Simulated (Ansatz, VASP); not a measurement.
## Two plane-wave programs on AlSiN

```
CELL_PARAMETERS angstrom
2.68862 0.00000 0.00000
0.00000 2.68862 0.00000
0.00000 0.00000 5.40636
ATOMIC_POSITIONS crystal
Al 0.00000 0.00000 0.00000
Si 0.50000 0.50000 0.50000
N 0.50000 0.50000 0.00000
```

Change from the starting cell: species swapped into the TbCoC type (Pmmm, No. 47).

Alike in both runs: functional PBE; k mesh 18 × 18 × 10; occupations gaussian, width 0.1 eV; no spin polarisation.

Ansatz relaxed the structure, and its values are those at the end. VASP's run is a single point on that final structure, the one shown.

```csv
,VASP,Ansatz
version,VASP 6.6.1,Ansatz 0.2.0
potentials or method,"VASP PAW PBE potentials, release 64 (Al, Si, N), cutoff 600 eV","scalar-relativistic, plane waves, PAW"
valence electrons in the cell,12,12
```

|  | VASP | Ansatz | Ansatz less VASP |
| --- | --- | --- | --- |
| gap on the k mesh at the Fermi level (eV) | none | none | - |
| pressure (GPa) | -0.1 | 0.0 | +0.17 |

A gap of «none» marks a metal or a gap that the smearing closes. The functional is the same, so the differences come from potentials, cutoffs and numerics.
